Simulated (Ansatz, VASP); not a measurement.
## One calculation of Ir, two programs

```
Ir
1.0
     2.61728    0.00000    0.00000
     0.00000    2.61728    0.00000
     0.00000    0.00000    2.61728
Ir
1
Direct
  0.00000 0.00000 0.00000
```

Alike in both runs: functional BLYP; k mesh 13 × 13 × 13; occupations fermi-dirac, width 0.1 eV; no spin polarisation.

Ansatz relaxed the structure, and its values are those at the end. VASP's run is a single point on that final structure, the one shown.

```csv
,VASP,Ansatz
version,VASP 6.6.1,Ansatz 0.2.0
potentials or method,"VASP PAW PBE potentials, release 64 (Ir), cutoff 520 eV","plane waves (420 eV) with PAW, scalar-relativistic"
valence electrons in the cell,9,17
```

|  | VASP | Ansatz | Ansatz less VASP |
| --- | --- | --- | --- |
| pressure (GPa) | 1.5 | 0.0 | -1.54 |

VASP's potentials were made for PBE, not for BLYP. VASP's potentials hold 9 valence electrons a cell and Ansatz's 17, so a difference there can come from the potentials and not from the codes.

Neither program's run includes spin-orbit coupling.
